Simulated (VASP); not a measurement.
Here is a VASP 6.6.1 calculation.

Contents of INCAR:

```
SYSTEM = Pt
PREC = Accurate
ENCUT = 520
EDIFF = 1E-6
ISMEAR = -1
SIGMA = 0.1
LREAL = .False.
LASPH = .True.
NELM = 60
ALGO = Normal
ISIF = 2
LWAVE = .False.
LCHARG = .False.
GGA = PS
NBANDS = 17
```

File KPOINTS:

```
Automatic mesh
0
Gamma
  11 11 6
  0 0 0
```

The input POSCAR:

```
Pt
1.0
    2.7606656200      0.0000000000      0.0000000000
   -1.3803328100      2.3908065500      0.0000000000
    0.0000000000      0.0000000000      4.7921340000
Pt
2
Direct
    0.6666666689      0.3333333305      0.7500000000
    0.3333333311      0.6666666695      0.2500000000
```

Potentials or basis: VASP PAW PBE potentials, release 64 (Pt).

Run with:

```console
$ cat potpaw_PBE.64/Pt/POTCAR > POTCAR
$ mpirun -np 1 vasp_std > vasp.out
```

Problem. What does it give for the pressure?

Solution. -10.7 GPa.

Problem. What does it give for the band gap on the k mesh?

Solution. Zero (band 10 reaches 10.59 eV, above the bottom of band 11 at 9.39 eV).

Stress tensor (GPa, compression positive):
```
-10.02   0.00   0.00
  0.00 -10.02   0.00
  0.00   0.00 -12.07
```

Caveat: the PAW data sets were made with another functional, which shifts forces and pressure a little; spin-orbit coupling is left out, which moves the levels of the heavy elements.
